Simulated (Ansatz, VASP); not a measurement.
**ZrB in VASP and in Ansatz**

INCAR

```
SYSTEM = ZrB
PREC     = Accurate       ! precision mode
ENCUT    = 600            ! plane-wave cutoff, eV
EDIFF    = 1E-6           ! SCF threshold, eV
ISMEAR   = -1             ! smearing method
SIGMA    = 0.05           ! smearing width, eV
LREAL    = .False.        ! projectors in reciprocal space
LASPH    = .True.         ! aspherical terms in the spheres
NELM     = 100            ! most SCF steps
ALGO     = Normal         ! electronic algorithm
ISIF     = 3              ! what is computed and relaxed
LWAVE    = .False.        ! write WAVECAR
LCHARG   = .False.        ! write CHGCAR
GGA      = PS             ! functional
IVDW     = 13             ! dispersion correction
IBRION   = 2              ! ionic algorithm
NSW      = 60             ! ionic steps
EDIFFG   = -0.01          ! ionic threshold
```

Contents of KPOINTS:

```
regular mesh
0
Gamma
  10 10 10
  0 0 0
```

The input POSCAR:

```
ZrB
1.0
    0.0000000000      2.3250000000      2.3250000000
    2.3250000000      0.0000000000      2.3250000000
    2.3250000000      2.3250000000      0.0000000000
Zr B
1 1
Direct
    0.0000000000      0.0000000000      0.0000000000
    0.5000000000      0.5000000000      0.5000000000
```

The input input.yaml:

```yaml
crystal:
  lattice:
    - [0.0, 2.325, 2.325]
    - [2.325, 0.0, 2.325]
    - [2.325, 2.325, 0.0]
  atoms:
    - { symbol: Zr, position: [0.0, 0.0, 0.0] }
    - { symbol: B, position: [0.5, 0.5, 0.5] }
hamiltonian:
  xc: pbesol
  pseudopotentials: { kind: paw }
  dispersion: d4
kpoints:
  mp_grid: { grid: [10, 10, 10] }
scf:
  occupations: { method: fermi_dirac, width: 0.05 }
output:
  forces: true
  stress: true
  eigenvalues: true
relax:
  f_tol: 0.01
  max_steps: 40
  cell: { stress_tol: 0.05 }
```

Alike in both runs: task relaxation of cell and atoms; functional PBEsol; dispersion D4; k mesh 10 × 10 × 10; occupations fermi-dirac, width 0.05 eV; no spin polarisation.

|  | VASP | Ansatz |
| --- | --- | --- |
| version | VASP 6.6.1 | Ansatz 0.2.0 |
| potentials or method | VASP PAW PBE potentials, release 64 (Zr_sv, B) | Ansatz PAW |
| plane-wave cutoff (eV) | 600 | 420 |
| valence electrons in the cell | 15 | 15 |

```tsv
	VASP	Ansatz	Ansatz less VASP
gap on the k mesh at the Fermi level, each at its own relaxed structure (eV)	none	none	-
relaxed volume (Å³/atom)	14.22	14.20	-0.025
relaxed cell length with the largest relative difference (Å)	3.426	3.424	-0.0020
```

VASP's potentials were made for PBE, not for PBEsol. A gap of «none» marks a metal or a gap that the smearing closes.

Noted on Ansatz's run: the plane-wave basis is chosen anew once the cell has moved, so the energies of steps on either side of that aren't comparable.
